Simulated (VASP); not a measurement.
CO:

```
C O
1.0
     6.40959    0.00000    0.00000
     0.00000    6.35405    0.00000
     0.00000    0.00000    5.43629
C O
4 4
Direct
  0.31269 0.03676 0.25000
  0.68731 0.96324 0.75000
  0.31269 0.46324 0.75000
  0.68731 0.53676 0.25000
  0.82899 0.42957 0.25000
  0.17101 0.57043 0.75000
  0.82899 0.07043 0.75000
  0.17101 0.92957 0.25000
```

- Program: VASP 6.6.1
- Task: relaxation of cell and atoms
- Functional: PBE
- Potentials or basis: VASP PAW PBE potentials, release 64 (C, O)
- Cutoff: 600 eV
- k mesh: 4 × 4 × 4
- Occupations: gaussian, width 0.02 eV
- Spin: no spin polarisation

At the start: pressure 0.8 GPa; volume 27.68 Å³/atom.

Question: Where does the relaxation end?

Answer: Over 16 steps the energy falls by 3.6 meV/atom and the volume is 24.34 Å³/atom (-12.1 %); space group Pbcm (No. 57, to 0.1 Å) before and after.

The path:
```csv
step,energy change (eV),largest force (eV/Å),pressure (GPa),volume (Å³)
1,0.0000,0.9042,0.84,221.40
2,1.6108,7.7191,-9.11,226.08
3,-0.0132,0.1033,-0.25,221.76
4,-0.0134,0.0034,-0.14,221.72
5,-0.0134,0.0143,-0.13,221.71
6,-0.0139,0.0155,-0.12,221.14
7,-0.0155,0.0200,-0.12,219.45
8,-0.0185,0.0337,-0.09,216.08
9,-0.0236,0.0800,-0.01,209.45
10,-0.0280,0.2510,0.30,196.58
11,-0.0281,0.2358,0.28,196.47
12,-0.0284,0.1919,0.23,196.14
13,-0.0289,0.1041,0.13,195.46
14,-0.0289,0.0749,-0.07,194.13
15,-0.0291,0.0138,0.03,194.76
16,-0.0291,0.0096,0.02,194.72
```

Final structure:
```xyz
8
Lattice="6.0494 0.0000 0.0000 0.0000 6.1132 0.0000 0.0000 0.0000 5.2654" Properties=species:S:1:pos:R:3 pbc="T T T"
C     1.9139    0.2439    1.3163
C     4.1355    5.8693    3.9490
C     1.9139    2.8127    3.9490
C     4.1355    3.3005    1.3163
O     5.0433    2.6067    1.3163
O     1.0061    3.5065    3.9490
O     5.0433    0.4499    3.9490
O     1.0061    5.6633    1.3163
```

Caveat: this functional lacks dispersion, which holds the molecules together, so the pressure and a relaxed volume are unreliable.
